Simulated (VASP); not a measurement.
# LiH in VASP: a series of runs

Aim: see how the results for LiH move with the level of theory and the settings. Levels: r2SCAN, HSE06, PBE0, HF, r2SCANh. Tasks: single point.

All numbers are computed with VASP 6.6.1; they aren't measurements. Logs are shortened: lines on timing, memory, paths and dates and some standing lists are left out, and cuts for length are marked.

## 1. The cell of the first run

The cell holds a slab with vacuum, 2 atoms: a = 3.088 Å, b = 3.088 Å, c = 24.600 Å, α = 90.00°, β = 90.00°, γ = 120.00°.

## 2. Single point, r2SCAN

Contents of POSCAR:

```
LiH
1.0
    3.0875815400      0.0000000000      0.0000000000
   -1.5437907700      2.6739240499      0.0000000000
    0.0000000000      0.0000000000     24.6000000000
Li H
1 1
Direct
    0.3333333333      0.6666666667      0.3333333333
    0.6666666667      0.3333333333      0.3333333333
```

Contents of INCAR.step1:

```
SYSTEM = LiH
ALGO     = Normal         ! electronic algorithm
DIPOL    = 0.5 0.5 0.333
EDIFF    = 1E-5           ! SCF threshold, eV
ENCUT    = 720            ! plane-wave cutoff, eV
GGA      = PE             ! functional
GGA_COMPAT= .FALSE.      
IDIPOL   = 3            
ISMEAR   = 0              ! smearing method
LASPH    = .TRUE.         ! aspherical terms in the spheres
LCHARG   = .FALSE.        ! write CHGCAR
LDIPOL   = .TRUE.       
LREAL    = .FALSE.        ! projectors in reciprocal space
LWAVE    = .TRUE.         ! write WAVECAR
NBANDS   = 9              ! bands
NELM     = 120            ! most SCF steps
NELMDL   = -8           
PREC     = Accurate       ! precision mode
SIGMA    = 0.01           ! smearing width, eV
```

Contents of INCAR.step2:

```
SYSTEM = LiH
ALGO     = Normal         ! electronic algorithm
DIPOL    = 0.5 0.5 0.333
EDIFF    = 1E-6           ! SCF threshold, eV
ENCUT    = 720            ! plane-wave cutoff, eV
GGA_COMPAT= .FALSE.      
IDIPOL   = 3            
ISIF     = 2              ! what is computed and relaxed
ISMEAR   = 0              ! smearing method
ISTART   = 1            
LASPH    = .TRUE.         ! aspherical terms in the spheres
LCHARG   = .FALSE.        ! write CHGCAR
LDIPOL   = .TRUE.       
LMIXTAU  = .TRUE.       
LREAL    = .FALSE.        ! projectors in reciprocal space
LWAVE    = .FALSE.        ! write WAVECAR
METAGGA  = R2SCAN         ! meta-GGA
NBANDS   = 9              ! bands
NELM     = 120            ! most SCF steps
PREC     = Accurate       ! precision mode
SIGMA    = 0.01           ! smearing width, eV
```

Contents of KPOINTS:

```
k-points
0
G
  12 12 1
  0 0 0
```

Potentials or basis: VASP PAW PBE potentials, release 64 (Li_sv, H).

Run with:

```bash
cat potpaw_PBE.64/Li_sv/POTCAR potpaw_PBE.64/H/POTCAR > POTCAR
cp INCAR.step1 INCAR
mpirun -np 1 vasp_std > vasp.out
cp INCAR.step2 INCAR
mpirun -np 1 vasp_std > vasp.out
```

OUTCAR:

```text
SYSTEM = LiH
   EDIFF = 1E-6
   ENCUT = 720
   ISIF = 2
   ISMEAR = 0
   ISTART = 1
   LASPH = .TRUE.
   LREAL = .FALSE.
   METAGGA = R2SCAN
   NELM = 120
   PREC = Accurate

 ion  position               nearest neighbor table
   1  0.333  0.667  0.333-
   2  0.667  0.333  0.333-

  LATTYP: Found a hexagonal cell.
 ALAT       =     3.0875815400
 C/A-ratio  =     7.9674009192

  Lattice vectors:

 A1 = (   3.0875815400,   0.0000000000,   0.0000000000)
 A2 = (  -1.5437907700,   2.6739240499,   0.0000000000)
 A3 = (   0.0000000000,   0.0000000000,  24.6000000000)

Analysis of symmetry for initial positions (statically):
=====================================================================
 Subroutine PRICEL returns:
 Original cell was already a primitive cell.

 Routine SETGRP: Setting up the symmetry group for a
 hexagonal supercell.

 Subroutine GETGRP returns: Found 12 space group operations
 (whereof  6 operations were pure point group operations)
 out of a pool of 24 trial point group operations.

The static configuration has the point symmetry C_3v.
 The point group associated with its full space group is D_3h.

Analysis of symmetry for dynamics (positions and initial velocities):
=====================================================================
 Subroutine PRICEL returns:
 Original cell was already a primitive cell.

 Routine SETGRP: Setting up the symmetry group for a
 hexagonal supercell.

 Subroutine GETGRP returns: Found 12 space group operations
 (whereof  6 operations were pure point group operations)
 out of a pool of 24 trial point group operations.

The dynamic configuration has the point symmetry C_3v.
 The point group associated with its full space group is D_3h.

 Subroutine INISYM returns: Found 12 space group operations
 (whereof  6 operations are pure point group operations),
 and found     1 'primitive' translations

----------------------------------------------------------------------------------------

                                     Primitive cell

  volume of cell :     203.0966

  direct lattice vectors                    reciprocal lattice vectors
     3.087581540  0.000000000  0.000000000     0.323878086  0.186991100  0.000000000
    -1.543790770  2.673924050  0.000000000     0.000000000  0.373982200  0.000000000
     0.000000000  0.000000000 24.600000000     0.000000000  0.000000000  0.040650407

  length of vectors
     3.087581540  3.087581540 24.600000000     0.373982200  0.373982200  0.040650407

  position of ions in fractional coordinates (direct lattice)
     0.333333333  0.666666667  0.333333333
     0.666666667  0.333333333  0.333333333

  ion indices of the primitive-cell ions
   primitive index   ion index
                 1           1
                 2           2

----------------------------------------------------------------------------------------

 KPOINTS: k-points

Automatic generation of k-mesh.
 Grid dimensions read from file:
 generate k-points for:   12   12    1

 Generating k-lattice:

  Cartesian coordinates                     Fractional coordinates (reciprocal lattice)
     0.026989841  0.015582592  0.000000000     0.083333333  0.000000000  0.000000000
     0.000000000  0.031165183  0.000000000     0.000000000  0.083333333  0.000000000
     0.000000000  0.000000000  0.040650407     0.000000000  0.000000000  1.000000000

  Length of vectors
     0.031165183  0.031165183  0.040650407

  Shift w.r.t. Gamma in fractional coordinates (k-lattice)
     0.000000000  0.000000000  0.000000000

 Subroutine IBZKPT returns following result:
 ===========================================

 Found     19 irreducible k-points:

 Following reciprocal coordinates:
            Coordinates               Weight
  0.000000  0.000000  0.000000      1.000000
  0.083333  0.000000  0.000000      6.000000
  0.166667 -0.000000  0.000000      6.000000
  0.250000  0.000000  0.000000      6.000000
  0.333333  0.000000  0.000000      6.000000
  0.416667  0.000000  0.000000      6.000000
[... 11 lines left out ...]
  0.333333  0.250000  0.000000     12.000000
  0.333333  0.333333  0.000000      2.000000
   k-points           NKPTS =     19   k-points in BZ     NKDIM =     19   number of bands    NBANDS=      9
   number of dos      NEDOS =    301   number of ions     NIONS =      2
   total plane-waves  NPLWV = 169344
   dimension x,y,z NGX =    28 NGY =   28 NGZ =  216
   dimension x,y,z NGXF=    56 NGYF=   56 NGZF=  432
   ions per type =               1   1
   NGX,Y,Z   is equivalent  to a cutoff of  15.08, 15.08, 14.60 a.u.
   NGXF,Y,Z  is equivalent  to a cutoff of  30.15, 30.15, 29.19 a.u.
 SYSTEM =  LiH
   PREC   = accura    normal or accurate (medium, high low for compatibility)
   ISTART =      1    job   : 0-new  1-cont  2-samecut
   ICHARG =      0    charge: 1-file 2-atom 10-const
   ISPIN  =      1    spin polarized calculation?
   LNONCOLLINEAR =      F non collinear calculations
   LSORBIT =      F    spin-orbit coupling
   LASPH  =      T    aspherical Exc in radial PAW
   ENCUT  =  720.0 eV  52.92 Ry    7.27 a.u.   6.76  6.76 53.82*2*pi/ulx,y,z
   NELM   =    120;   NELMIN=  2; NELMDL=  0     # of ELM steps
   EDIFF  = 0.1E-05   stopping-criterion for ELM
   LREAL  =      F    real-space projection
   EDIFFG = 0.1E-04   stopping-criterion for IOM
   NSW    =      0    number of steps for IOM
   IBRION =     -1    ionic relax: 0-MD 1-quasi-New 2-CG
   NFREE  =      0    steps in history (QN), initial steepest desc. (CG)
   ISIF   =      2    stress and relaxation
   ISYM   =      2    0-nonsym 1-usesym 2-fastsym
   POTIM  = 0.5000    time-step for ionic-motion
   TEBEG  =    0.0;   TEEND  =   0.0 temperature during run
   PSTRESS=    0.0 pullay stress
   NELECT =       4.0000    total number of electrons
   NUPDOWN=      -1.0000    fix difference up-down
   EMIN   =  10.00;   EMAX   =-10.00  energy-range for DOS
   EFERMI =   0.00;   METHOD = LEGACY
   ISMEAR =     0;   SIGMA  =   0.01  broadening in eV -4-tet -1-fermi 0-gaus
   EFERMI_NEDOS =   21; number of points for ismear=-14 and -15
   IALGO  =     38    algorithm
   IMIX   =      4    mixing-type and parameters
     AMIX     =   0.40;   BMIX     =  1.00
     AMIX_MAG =   1.60;   BMIX_MAG =  1.00
  volume/ion in A,a.u.               =     101.55       685.28
  Fermi-wavevector in a.u.,A,eV,Ry     =   0.442107  0.835461  2.659374  0.195459
  Thomas-Fermi vector in A             =   1.417808
   LORBIT       =      0    0 simple, 1 ext, 2 COOP (PROOUT), +10 PAW based schemes
   METAGGA = R2SCAN    functional components
   LHFCALC =     F    Hartree Fock is set to
   AEXX    =    0.0000 exact exchange contribution
   IVDW    =     0    specifies the selected vdW correction
   LEPSILON=     F    determine dielectric tensor
   LRPA    =     F    only Hartree local field effects (RPA)
 non-spin polarized calculation
 Gauss-broadening in eV      SIGMA  =   0.01
  energy-cutoff  :      720.00
  volume of cell :      203.10
 maximum number of plane-waves:      8962
 NGX is ok and might be reduce to    28
   NGX = 13   NGY = 13   NGZ =107

 dipolmoment           0.000000      0.000000      0.000000 electrons x Angstroem

 number of electron       4.0000002 magnetization

 dipolmoment           0.000000      0.000000     -0.000000 electrons x Angstroem

 Free energy of the ion-electron system (eV)
  ---------------------------------------------------
  ext. energy  EPLUGINS =         0.00000000
  ---------------------------------------------------
  free energy    TOTEN  =        -6.41887412 eV

  energy without entropy =       -6.41887412  energy(sigma->0) =       -6.41887412

 E-fermi :  -5.0549     XC(G=0):  -1.0931

 val. band max:       -5.2467512984   @ k =   0.3333   0.3333   0.0000
 cond. band min:      -1.2162771771   @ k =   0.0000   0.0000   0.0000
 fundamental gap:      4.0304741213
 Fermi energy:        -5.0548653743

 k-point     1 :       0.0000    0.0000    0.0000
  band No.  band energies     occupation
      1     -50.0388      2.00000
      2      -7.0901      2.00000
      3      -1.2163      0.00000
      4       0.3438      0.00000
      5       0.6936      0.00000
      6       0.7169      0.00000
      7       1.7122      0.00000
      8       1.7359      0.00000
      9       3.2849      0.00000

 k-point     2 :       0.0833    0.0000    0.0000
  band No.  band energies     occupation
      1     -50.0379      2.00000
      2      -7.0168      2.00000
      3      -1.0646      0.00000
      4       0.4874      0.00000
      5       0.8343      0.00000
      6       0.8632      0.00000
      7       1.8497      0.00000
      8       1.8824      0.00000
      9       3.4145      0.00000

 k-point     3 :       0.1667   -0.0000    0.0000
  band No.  band energies     occupation
      1     -50.0354      2.00000
      2      -6.8036      2.00000
      3      -0.6100      0.00000
      4       0.9158      0.00000
      5       1.2532      0.00000
      6       1.3021      0.00000
      7       2.2557      0.00000
      8       2.3219      0.00000
      9       3.7838      0.00000

 k-point     4 :       0.2500    0.0000    0.0000
  band No.  band energies     occupation
      1     -50.0321      2.00000
      2      -6.4737      2.00000
      3       0.1468      0.00000
      4       1.6115      0.00000
      5       1.9308      0.00000
      6       2.0334      0.00000
      7       2.8827      0.00000
      8       3.0539      0.00000
      9       4.2169      0.00000

 k-point     5 :       0.3333    0.0000    0.0000
  band No.  band energies     occupation
      1     -50.0288      2.00000
      2      -6.0823      2.00000
      3       1.2033      0.00000
      4       2.2760      0.00000
      5       2.8032      0.00000
      6       3.0569      0.00000
      7       3.4469      0.00000
      8       4.0776      0.00000
      9       4.4136      0.00000

 k-point     6 :       0.4167    0.0000    0.0000
  band No.  band energies     occupation
      1     -50.0263      2.00000
      2      -5.7375      2.00000
      3       1.8753      0.00000
      4       2.5490      0.00000
      5       4.0436      0.00000
      6       4.3704      0.00000
      7       4.4703      0.00000
      8       5.3762      0.00000
      9       5.4813      0.00000
[... 109 lines left out ...]
 k-point    16 :       0.4167    0.1667    0.0000
  band No.  band energies     occupation
      1     -50.0247      2.00000
      2      -5.4391      2.00000
      3       1.4229      0.00000
      4       4.3355      0.00000
      5       5.0369      0.00000
      6       5.4095      0.00000
      7       6.0733      0.00000
      8       6.1453      0.00000
      9       6.4007      0.00000

 k-point    17 :       0.2500    0.2500    0.0000
  band No.  band energies     occupation
      1     -50.0254      2.00000
      2      -5.5720      2.00000
      3       1.7779      0.00000
      4       2.8550      0.00000
      5       4.2793      0.00000
      6       4.5820      0.00000
      7       4.6642      0.00000
      8       5.3830      0.00000
      9       5.6812      0.00000

 k-point    18 :       0.3333    0.2500    0.0000
  band No.  band energies     occupation
      1     -50.0242      2.00000
      2      -5.3426      2.00000
      3       1.3086      0.00000
      4       4.3153      0.00000
      5       5.0153      0.00000
      6       5.8317      0.00000
      7       6.0730      0.00000
      8       6.2552      0.00000
      9       6.3579      0.00000

 k-point    19 :       0.3333    0.3333    0.0000
  band No.  band energies     occupation
      1     -50.0238      2.00000
      2      -5.2468      2.00000
      3       1.1362      0.00000
      4       4.9605      0.00000
      5       5.5227      0.00000
      6       5.9489      0.00000
      7       6.6977      0.00000
      8       7.3682      0.00000
      9       7.3936      0.00000

------------------------ aborting loop because EDIFF is reached ----------------------------------------

 vacuum level on the upper side and lower side of the slab       (xc-potential included)        -0.014        -0.014

  FORCE on cell =-STRESS in cart. coord.  units (eV):
  Direction    XX          YY          ZZ          XY          YZ          ZX
  --------------------------------------------------------------------------------------
  -------------------------------------------------------------------------------------
  Total       -0.0323250     -0.0323250     -0.0158054      0.0000000     -0.0000000      0.0000000
  in kB       -0.2550035     -0.2550035     -0.1246846      0.0000000     -0.0000000      0.0000000
  external PRESSURE =      -0.2115639 kB  Pullay stress =       0.0000000 kB

 VOLUME and BASIS-vectors are now :
 -----------------------------------------------------------------------------
  energy-cutoff  :      720.00
  volume of cell :      203.10
      direct lattice vectors                 reciprocal lattice vectors
     3.087581540  0.000000000  0.000000000     0.323878086  0.186991100  0.000000000
    -1.543790770  2.673924050  0.000000000     0.000000000  0.373982200  0.000000000
     0.000000000  0.000000000 24.600000000     0.000000000  0.000000000  0.040650407

 POSITION                                       TOTAL-FORCE (eV/Angst)
 -----------------------------------------------------------------------------------
     -0.00000      1.78262      8.20000         0.000000      0.000000     -0.000000
      1.54379      0.89131      8.20000        -0.000000     -0.000000      0.000000
 -----------------------------------------------------------------------------------
    total drift:                                0.000001     -0.000000     -0.000001

  FREE ENERGIE OF THE ION-ELECTRON SYSTEM (eV)
  ---------------------------------------------------
  free  energy   TOTEN  =        -6.4188741240 eV

  energy  without entropy=       -6.4188741240  energy(sigma->0) =       -6.41887412

 vacuum level on the upper side and lower side of the slab         0.335         0.335
```

It took 9.8 min on 1 thread of Intel Xeon 8259CL, shared host; peak memory 0.44 GiB.

What came out:

```
Free energy            : -6.4189 eV
Band gap on the k mesh : 4.03 eV (least direct gap 5.87 eV)
```

Caveat: the PAW data sets were made with another functional, which shifts forces and pressure a little.

## 3. Single point, HSE06

POSCAR is that of step 2.

Contents of INCAR.step1:

```
  ALGO = Normal
  DIPOL = 0.5 0.5 0.333
  EDIFF = 1E-5
  ENCUT = 650
  GGA = PE
  GGA_COMPAT = False
  IDIPOL = 3
  ISIF = 2
  ISMEAR = 0
  LASPH = True
  LDIPOL = True
  LREAL = False
  LWAVE = True
  NBANDS = 9
  NELM = 120
  NELMDL = -8
  PREC = Accurate
  SIGMA = 0.01
```

Contents of INCAR.step2:

```
  ALGO = Normal
  DIPOL = 0.5 0.5 0.333
  EDIFF = 1E-6
  ENCUT = 650
  GGA = PE
  GGA_COMPAT = False
  HFSCREEN = 0.2079
  IDIPOL = 3
  ISIF = 2
  ISMEAR = 0
  ISTART = 1
  LASPH = True
  LCHARG = True
  LDIPOL = True
  LELF = True
  LHFCALC = True
  LREAL = False
  LVACPOTAV = True
  LVHAR = True
  LWAVE = False
  NBANDS = 9
  NELM = 120
  PREC = Accurate
  PRECFOCK = Normal
  SIGMA = 0.01
```

Contents of KPOINTS:

```
k-points
0
Gamma
  6 6 1
```

Potentials or basis: VASP PAW PBE potentials, release 64 (Li_sv, H).

Run with:

```bash
cat potpaw_PBE.64/Li_sv/POTCAR potpaw_PBE.64/H/POTCAR > POTCAR
cp INCAR.step1 INCAR
mpirun -np 1 vasp_std > vasp.out
cp INCAR.step2 INCAR
mpirun -np 1 vasp_std > vasp.out
```

Run time: 2.4 min. Hardware: 1 thread of Intel Xeon 8259CL, shared host; peak memory 0.48 GiB.

The run converged. Its results:

```yaml
Free_energy: -6.4391 eV
Band_gap_on_the_k_mesh: 4.48 eV (least direct gap 6.56 eV)
Ionisation_potential_of_the_upper_face: 6.13 eV
```

Levels at points of the mesh, in eV from the valence-band top:
```
           k point  band 1  band 2  band 3  band 4  band 5  band 6  band 7
(0.00, 0.00, 0.00)  -46.29   -2.08    4.48    5.79    6.22    6.23    7.21
(0.50, 0.00, 0.00)  -46.28   -0.38    7.25    9.46   10.07   10.94   11.17
```

Caveat: the PAW data sets were made with another functional, which shifts forces and pressure a little.

[end of part 1 of 2]
